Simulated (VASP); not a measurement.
# C (Cmmm) in VASP: single point with PBEsol

Aim: the single point of C with PBEsol.

All numbers are computed with VASP 6.6.1; they aren't measurements. Logs are shortened: lines on timing, memory, paths and dates and some standing lists are left out, and cuts for length are marked.

## Step 1: The cell of the first run

It takes space group Cmmm (No. 65, orthorhombic). Conventional cell: a = 4.232 Å, b = 8.722 Å, c = 2.501 Å, α = 90.00°, β = 90.00°, γ = 90.00°. C (site symmetry m) has 4 C at 1.52 to 1.57 Å within 2.0 Å. C (site symmetry m) has 4 C at 1.52 to 1.56 Å within 2.0 Å.

## Step 2: Single point, PBEsol

INCAR reads:

```
ALGO = Normal
EDIFF = 1E-6
ENCUT = 910
GGA = PS
GGA_COMPAT = False
ISIF = 2
ISMEAR = 0
LASPH = True
LCHARG = False
LREAL = False
LWAVE = False
NBANDS = 26
NELM = 120
PREC = Accurate
SIGMA = 0.1
```

KPOINTS reads:

```
k-points
0
Gamma
  6 6 9
```

POSCAR reads:

```
C
1.0
    2.1161388137     -4.3612231631      0.0000000000
    2.1161388137      4.3612231631      0.0000000000
    0.0000000000      0.0000000000      2.5012371758
C
8
Direct
    0.6482551864      0.9815732313      0.0000000000
    0.3517448136      0.0184267687      0.0000000000
    0.0184267687      0.3517448136      0.0000000000
    0.9815732313      0.6482551864      0.0000000000
    0.4045845198      0.2261338168      0.5000000000
    0.5954154802      0.7738661832      0.5000000000
    0.7738661832      0.5954154802      0.5000000000
    0.2261338168      0.4045845198      0.5000000000
```

Potentials or basis: VASP PAW PBE potentials, release 64 (C_h).

On the command line:

```bash
$ cat potpaw_PBE.64/C_h/POTCAR > POTCAR
$ mpirun -np 1 vasp_std > vasp.out
```

OUTCAR:

```text
EDIFF = 1E-6
   ENCUT = 910
   GGA = PS
   ISIF = 2
   ISMEAR = 0
   LASPH = True
   LREAL = False
   NELM = 120
   PREC = Accurate

 ion  position               nearest neighbor table
   1  0.648  0.982  0.000-
   2  0.352  0.018  0.000-
   3  0.018  0.352  0.000-
   4  0.982  0.648  0.000-
   5  0.405  0.226  0.500-
   6  0.595  0.774  0.500-
   7  0.774  0.595  0.500-
   8  0.226  0.405  0.500-

  LATTYP: Found a base centered orthorhombic cell.
 ALAT       =     4.2322776274
 B/A-ratio  =     2.0609343465
 C/A-ratio  =     0.5909908083

  Lattice vectors:

 A1 = (   2.1161388137,  -4.3612231631,   0.0000000000)
 A2 = (   2.1161388137,   4.3612231631,   0.0000000000)
 A3 = (   0.0000000000,   0.0000000000,   2.5012371758)

Analysis of symmetry for initial positions (statically):
=====================================================================
 Subroutine PRICEL returns:
 Original cell was already a primitive cell.

 Routine SETGRP: Setting up the symmetry group for a
 base centered orthorhombic supercell.

 Subroutine GETGRP returns: Found  8 space group operations
 (whereof  8 operations were pure point group operations)
 out of a pool of  8 trial point group operations.

The static configuration has the point symmetry D_2h.

Analysis of symmetry for dynamics (positions and initial velocities):
=====================================================================
 Subroutine PRICEL returns:
 Original cell was already a primitive cell.

 Routine SETGRP: Setting up the symmetry group for a
 base centered orthorhombic supercell.

 Subroutine GETGRP returns: Found  8 space group operations
 (whereof  8 operations were pure point group operations)
 out of a pool of  8 trial point group operations.

The dynamic configuration has the point symmetry D_2h.

 Subroutine INISYM returns: Found  8 space group operations
 (whereof  8 operations are pure point group operations),
 and found     1 'primitive' translations

----------------------------------------------------------------------------------------

                                     Primitive cell

  volume of cell :      46.1676

  direct lattice vectors                    reciprocal lattice vectors
     2.116138814 -4.361223163  0.000000000     0.236279396 -0.114646736  0.000000000
     2.116138814  4.361223163  0.000000000     0.236279396  0.114646736  0.000000000
     0.000000000  0.000000000  2.501237176     0.000000000  0.000000000  0.399802150

  length of vectors
     4.847505643  4.847505643  2.501237176     0.262624879  0.262624879  0.399802150

  position of ions in fractional coordinates (direct lattice)
     0.648255186  0.981573231  0.000000000
     0.351744814  0.018426769  0.000000000
     0.018426769  0.351744814  0.000000000
     0.981573231  0.648255186  0.000000000
     0.404584520  0.226133817  0.500000000
     0.595415480  0.773866183  0.500000000
     0.773866183  0.595415480  0.500000000
     0.226133817  0.404584520  0.500000000

  ion indices of the primitive-cell ions
   primitive index   ion index
                 1           1
                 2           2
                 3           3
                 4           4
                 5           5
                 6           6
                 7           7
                 8           8

----------------------------------------------------------------------------------------

 KPOINTS: k-points

Automatic generation of k-mesh.
 Grid dimensions read from file:
 generate k-points for:    6    6    9

 Generating k-lattice:

  Cartesian coordinates                     Fractional coordinates (reciprocal lattice)
     0.039379899 -0.019107789  0.000000000     0.166666667 -0.000000000  0.000000000
     0.039379899  0.019107789  0.000000000    -0.000000000  0.166666667  0.000000000
     0.000000000  0.000000000  0.044422461     0.000000000  0.000000000  0.111111111

  Length of vectors
     0.043770813  0.043770813  0.044422461

  Shift w.r.t. Gamma in fractional coordinates (k-lattice)
     0.000000000  0.000000000  0.000000000

 Subroutine IBZKPT returns following result:
 ===========================================

 Found     65 irreducible k-points:

 Following reciprocal coordinates:
            Coordinates               Weight
  0.000000  0.000000  0.000000      1.000000
  0.166667 -0.000000  0.000000      4.000000
  0.333333 -0.000000  0.000000      4.000000
  0.500000 -0.000000  0.000000      2.000000
  0.166667  0.166667  0.000000      2.000000
  0.333333  0.166667  0.000000      4.000000
[... 16 lines left out ...]
  0.333333  0.333333  0.111111      4.000000
  0.500000  0.333333  0.111111      8.000000
 [... further k-points ...]
   k-points           NKPTS =     65   k-points in BZ     NKDIM =     65   number of bands    NBANDS=     26
   number of dos      NEDOS =    301   number of ions     NIONS =      8
   total plane-waves  NPLWV =  64512
   dimension x,y,z NGX =    48 NGY =   48 NGZ =   28
   dimension x,y,z NGXF=    96 NGYF=   96 NGZF=   56
   ions per type =               8
   NGX,Y,Z   is equivalent  to a cutoff of  16.46, 16.46, 18.61 a.u.
   NGXF,Y,Z  is equivalent  to a cutoff of  32.92, 32.92, 37.22 a.u.
 SYSTEM =  unknown system
   PREC   = accura    normal or accurate (medium, high low for compatibility)
   ISTART =      0    job   : 0-new  1-cont  2-samecut
   ICHARG =      2    charge: 1-file 2-atom 10-const
   ISPIN  =      1    spin polarized calculation?
   LNONCOLLINEAR =      F non collinear calculations
   LSORBIT =      F    spin-orbit coupling
   LASPH  =      T    aspherical Exc in radial PAW
   ENCUT  =  910.0 eV  66.88 Ry    8.18 a.u.  11.92 11.92  6.15*2*pi/ulx,y,z
   NELM   =    120;   NELMIN=  2; NELMDL= -5     # of ELM steps
   EDIFF  = 0.1E-05   stopping-criterion for ELM
   LREAL  =      F    real-space projection
   EDIFFG = 0.1E-04   stopping-criterion for IOM
   NSW    =      0    number of steps for IOM
   IBRION =     -1    ionic relax: 0-MD 1-quasi-New 2-CG
   NFREE  =      0    steps in history (QN), initial steepest desc. (CG)
   ISIF   =      2    stress and relaxation
   ISYM   =      2    0-nonsym 1-usesym 2-fastsym
   POTIM  = 0.5000    time-step for ionic-motion
   TEBEG  =    0.0;   TEEND  =   0.0 temperature during run
   PSTRESS=    0.0 pullay stress
   NELECT =      32.0000    total number of electrons
   NUPDOWN=      -1.0000    fix difference up-down
   EMIN   =  10.00;   EMAX   =-10.00  energy-range for DOS
   EFERMI =   0.00;   METHOD = LEGACY
   ISMEAR =     0;   SIGMA  =   0.10  broadening in eV -4-tet -1-fermi 0-gaus
   EFERMI_NEDOS =   21; number of points for ismear=-14 and -15
   IALGO  =     38    algorithm
   IMIX   =      4    mixing-type and parameters
     AMIX     =   0.40;   BMIX     =  1.00
     AMIX_MAG =   1.60;   BMIX_MAG =  1.00
  volume/ion in A,a.u.               =       5.77        38.94
  Fermi-wavevector in a.u.,A,eV,Ry     =   1.448813  2.737860 28.559439  2.099060
  Thomas-Fermi vector in A             =   2.566611
   LORBIT       =      0    0 simple, 1 ext, 2 COOP (PROOUT), +10 PAW based schemes
   GGA     = PS    functional components
   LHFCALC =     F    Hartree Fock is set to
   AEXX    =    0.0000 exact exchange contribution
   IVDW    =     0    specifies the selected vdW correction
   LEPSILON=     F    determine dielectric tensor
   LRPA    =     F    only Hartree local field effects (RPA)
 non-spin polarized calculation
 Gauss-broadening in eV      SIGMA  =   0.10
  energy-cutoff  :      910.00
  volume of cell :       46.17
 maximum number of plane-waves:      2902
   NGX = 23   NGY = 23   NGZ = 13

 number of electron      32.0000000 magnetization

 Free energy of the ion-electron system (eV)
  ---------------------------------------------------
  ext. energy  EPLUGINS =         0.00000000
  ---------------------------------------------------
  free energy    TOTEN  =       -76.02151180 eV

  energy without entropy =      -76.02151180  energy(sigma->0) =      -76.02151180

 E-fermi :  11.2451     XC(G=0): -13.4288

 val. band max:       10.8340337638   @ k =   0.5000   0.5000   0.0000
 cond. band min:      13.9431923760   @ k =   0.5000   0.5000   0.3333
 fundamental gap:      3.1091586122
 Fermi energy:        11.2450763868

 k-point     1 :       0.0000    0.0000    0.0000
  band No.  band energies     occupation
      1     -10.8525      2.00000
      2      -5.5955      2.00000
      3      -4.5610      2.00000
      4      -4.2050      2.00000
      5      -3.6163      2.00000
      6      -1.4904      2.00000
[... 18 lines left out ...]
     25      20.6454      0.00000
     26      21.0949      0.00000

 k-point     2 :       0.1667   -0.0000    0.0000
  band No.  band energies     occupation
      1     -10.6366      2.00000
      2      -5.9938      2.00000
      3      -5.4577      2.00000
      4      -4.6093      2.00000
      5      -3.1047      2.00000
      6      -0.3078      2.00000
[... 18 lines left out ...]
     25      20.6131      0.00000
     26      22.4064      0.00000

 k-point     3 :       0.3333   -0.0000    0.0000
  band No.  band energies     occupation
      1     -10.0050      2.00000
      2      -7.3421      2.00000
      3      -6.1535      2.00000
      4      -5.1274      2.00000
      5      -1.7279      2.00000
      6       1.6699      2.00000
[... 572 lines left out ...]
 k-point    23 :       0.3333    0.3333    0.1111
  band No.  band energies     occupation
      1      -8.6583      2.00000
      2      -8.4723      2.00000
      3      -7.3464      2.00000
      4      -2.7737      2.00000
      5      -0.8779      2.00000
      6       0.6895      2.00000
[... 18 lines left out ...]
     25      20.1283      0.00000
     26      21.9758      0.00000

 k-point    24 :       0.5000    0.3333    0.1111
  band No.  band energies     occupation
      1      -9.4168      2.00000
      2      -8.4423      2.00000
      3      -6.0955      2.00000
      4      -1.8542      2.00000
      5      -1.5541      2.00000
      6       0.9062      2.00000
[... 18 lines left out ...]
     25      20.8967      0.00000
     26      21.6629      0.00000

 [... further k-points ...]

------------------------ aborting loop because EDIFF is reached ----------------------------------------

  FORCE on cell =-STRESS in cart. coord.  units (eV):
  Direction    XX          YY          ZZ          XY          YZ          ZX
  --------------------------------------------------------------------------------------
  -------------------------------------------------------------------------------------
  Total        0.0171511     -0.0146925     -0.0225266     -0.0000000      0.0000000      0.0000000
  in kB        0.5952022     -0.5098824     -0.7817523     -0.0000000      0.0000000      0.0000000
  external PRESSURE =      -0.2321442 kB  Pullay stress =       0.0000000 kB

 VOLUME and BASIS-vectors are now :
 -----------------------------------------------------------------------------
  energy-cutoff  :      910.00
  volume of cell :       46.17
      direct lattice vectors                 reciprocal lattice vectors
     2.116138814 -4.361223163  0.000000000     0.236279396 -0.114646736  0.000000000
     2.116138814  4.361223163  0.000000000     0.236279396  0.114646736  0.000000000
     0.000000000  0.000000000  2.501237176     0.000000000  0.000000000  0.399802150

 POSITION                                       TOTAL-FORCE (eV/Angst)
 -----------------------------------------------------------------------------------
      3.44894      1.45367      0.00000         0.002283     -0.000374     -0.000000
      0.78333     -1.45367      0.00000        -0.002283      0.000374      0.000000
      0.78333      1.45367      0.00000        -0.002283     -0.000374      0.000000
      3.44894     -1.45367      0.00000         0.002283      0.000374      0.000000
      1.33469     -0.77826      1.25062        -0.006271     -0.002655     -0.000000
      2.89759      0.77826      1.25062         0.006271      0.002655      0.000000
      2.89759     -0.77826      1.25062         0.006271     -0.002655      0.000000
      1.33469      0.77826      1.25062        -0.006271      0.002655      0.000000
 -----------------------------------------------------------------------------------
    total drift:                                0.000000      0.000000      0.000000

  FREE ENERGIE OF THE ION-ELECTRON SYSTEM (eV)
  ---------------------------------------------------
  free  energy   TOTEN  =       -76.0215117966 eV

  energy  without entropy=      -76.0215117965  energy(sigma->0) =      -76.02151180
```

Run time: 2.7 min. Hardware: 1 thread of Intel Xeon 6975P-C (Granite Rapids), shared host; peak memory 0.29 GiB.

What came out:

| Quantity | Value |
| --- | --- |
| Free energy | -76.0215 eV |
| Pressure | 0.0 GPa |
| Largest force | 0.007 eV/Å |
| Band gap on the k mesh | 3.11 eV (least direct gap 4.84 eV) |

Forces on the atoms (eV/Å):
```
C    0.002  0.000  0.000
C   -0.002  0.000  0.000
C   -0.002  0.000  0.000
C    0.002  0.000  0.000
C   -0.006 -0.003  0.000
C    0.006  0.003  0.000
C    0.006 -0.003  0.000
C   -0.006  0.003  0.000
```

Levels at points of the mesh, in eV from the valence-band top:
```tsv
k point	band 12	band 13	band 14	band 15	band 16	band 17	band 18	band 19	band 20	band 21
(0.00, 0.00, 0.00)	-3.18	-2.12	-2.01	-1.81	-1.21	4.55	4.84	5.06	5.26	8.21
(0.50, 0.00, 0.00)	-3.84	-3.78	-2.85	-2.67	-2.39	4.84	6.01	6.04	6.83	6.97
(0.50, 0.50, 0.00)	-4.95	-3.16	-0.27	-0.18	0.00	5.04	5.20	6.04	6.73	6.94
```

Caveat: the cutoff is under 1.25 times the usual one of these potentials, so pressure, stress and relaxed cells hold a basis-set (Pulay) error; the PAW data sets were made with another functional, which shifts forces and pressure a little; an odd mesh through Γ misses points on the zone boundary, where band edges can lie.
